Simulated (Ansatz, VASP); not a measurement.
## MgSe: VASP beside Ansatz

File INCAR:

```
SYSTEM = MgSe
ALGO = Normal
EDIFF = 1E-6
ENCUT = 600
GGA = PS
GGA_COMPAT = .False.
ISIF = 2
ISMEAR = 0
LASPH = .True.
LCHARG = .False.
LREAL = .False.
LWAVE = .False.
NBANDS = 11
NELM = 120
PREC = Accurate
SIGMA = 0.05
```

File KPOINTS:

```
k-points
0
Gamma
  8 8 8
  0 0 0
```

The input POSCAR:

```
MgSe
1.0
    0.0000000000      2.7218603101      2.7218603101
    2.7218603101      0.0000000000      2.7218603101
    2.7218603101      2.7218603101      0.0000000000
Mg Se
1 1
Direct
    0.0000000000      0.0000000000      0.0000000000
    0.5000000000      0.5000000000      0.5000000000
```

Input for Ansatz:

```yaml
crystal:
  lattice:
    - [0.0, 2.7218603101, 2.7218603101]
    - [2.7218603101, 0.0, 2.7218603101]
    - [2.7218603101, 2.7218603101, 0.0]
  atoms:
    - { symbol: Mg, position: [0.0, 0.0, 0.0] }
    - { symbol: Se, position: [0.5, 0.5, 0.5] }
basis:
  ecutwfc: 420
  ecutrho_ratio: 4
kpoints:
  mp_grid: { grid: [8, 8, 8] }
hamiltonian:
  xc: pbesol
scf:
  occupations: { method: gaussian, width: 0.05 }
output:
  forces: true
  stress: true
  eigenvalues: true
```

Alike in both runs: task single point; functional PBEsol; k mesh 8 × 8 × 8; occupations gaussian, width 0.05 eV; no spin polarisation.

|  | VASP | Ansatz |
| --- | --- | --- |
| version | VASP 6.6.1 | Ansatz 0.2.0 |
| potentials or method | VASP PAW PBE potentials, release 64 (Mg, Se), cutoff 600 eV | scalar-relativistic, plane waves, PAW |
| valence electrons in the cell | 8 | 26 |

|  | VASP | Ansatz | Ansatz less VASP |
| --- | --- | --- | --- |
| gap on the k mesh at the Fermi level (eV) | 1.77 | 1.78 | +0.013 |
| least direct gap on the mesh (eV) | 2.53 | 2.53 | -0.001 |
| pressure (GPa) | 0.2 | 0.2 | +0.05 |

VASP's potentials were made for PBE, not for PBEsol. VASP's potentials hold 8 valence electrons a cell and Ansatz's 26, so a difference there can come from the potentials and not from the codes.
